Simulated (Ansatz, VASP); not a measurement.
AlNi3 in VASP and in Ansatz

File INCAR:

```
SYSTEM = AlNi3
PREC = Accurate
ENCUT = 520
EDIFF = 1E-7
ISMEAR = -1
SIGMA = 0.05
LREAL = .False.
LASPH = .True.
NELM = 150
ALGO = Normal
ISIF = 2
LWAVE = .False.
LCHARG = .False.
ISPIN = 2
MAGMOM = -0.06 0.59 -0.79 0
LORBIT = 11
LMAXMIX = 4
GGA = PS
NBANDS = 28
```

The input KPOINTS:

```
Automatic mesh
0
Gamma
  6 6 6
  0 0 0
```

POSCAR

```
AlNi3
1.0
    3.5230547267      0.0000000000      0.0000000000
    0.0000000000      3.5230547267      0.0000000000
    0.0000000000      0.0000000000      3.5230547267
Ni Al
3 1
Direct
    0.5000000000      0.5000000000      0.0000000000
    0.5000000000      0.0000000000      0.5000000000
    0.0000000000      0.5000000000      0.5000000000
    0.0000000000      0.0000000000      0.0000000000
```

File input.yaml:

```yaml
crystal:
  lattice:
    - [3.5230547267, 0.0, 0.0]
    - [0.0, 3.5230547267, 0.0]
    - [0.0, 0.0, 3.5230547267]
  atoms:
    - { symbol: Ni, position: [0.5, 0.5, 0.0], spin: -0.06 }
    - { symbol: Ni, position: [0.5, 0.0, 0.5], spin: 0.59 }
    - { symbol: Ni, position: [0.0, 0.5, 0.5], spin: -0.79 }
    - { symbol: Al, position: [0.0, 0.0, 0.0] }
kpoints:
  mp_grid: { grid: [6, 6, 6] }
scf:
  occupations: { method: fermi_dirac, width: 0.05 }
hamiltonian:
  xc: pbesol
  pseudopotentials: { kind: all_electron, lapw: { basis_error: 0.002 } }
magnetization:
  spin_polarized: true
output:
  forces: true
  stress: true
  eigenvalues: true
```

Alike in both runs: task single point; functional PBEsol; k mesh 6 × 6 × 6; occupations fermi-dirac, width 0.05 eV; collinear spin.

```csv
,VASP,Ansatz
version,VASP 6.6.1,Ansatz 0.2.0
potentials or method,"VASP PAW PBE potentials, release 64 (Ni, Al), cutoff 520 eV","all-electron LAPW, scalar-relativistic"
```

Ansatz gave:

| Quantity | Value |
| --- | --- |
| gap on the k mesh at the Fermi level (eV) | none |
| pressure (GPa) | -0.7 |
| net moment per atom (μB) | 0.17 |
| size of the moment on the site where the two differ most (μB) | 0.24 |

**Question.** Estimate VASP's values.

**Answer.** gap on the k mesh at the Fermi level (eV): none; pressure (GPa): -0.7; net moment per atom (μB): 0.00; size of the moment on the site where the two differ most (μB): 0.00.

The net moments are unlike, so the other rows may belong to different states. VASP's potentials were made for PBE, not for PBEsol. Site moments also hang on the region over which each program counts them. A gap of «none» marks a metal or a gap that the smearing closes. Ansatz ran all-electron here, and VASP with PAW potentials.

Noted on Ansatz's run: the k mesh is thin for a metal, which can move the energy by tens of meV per atom.
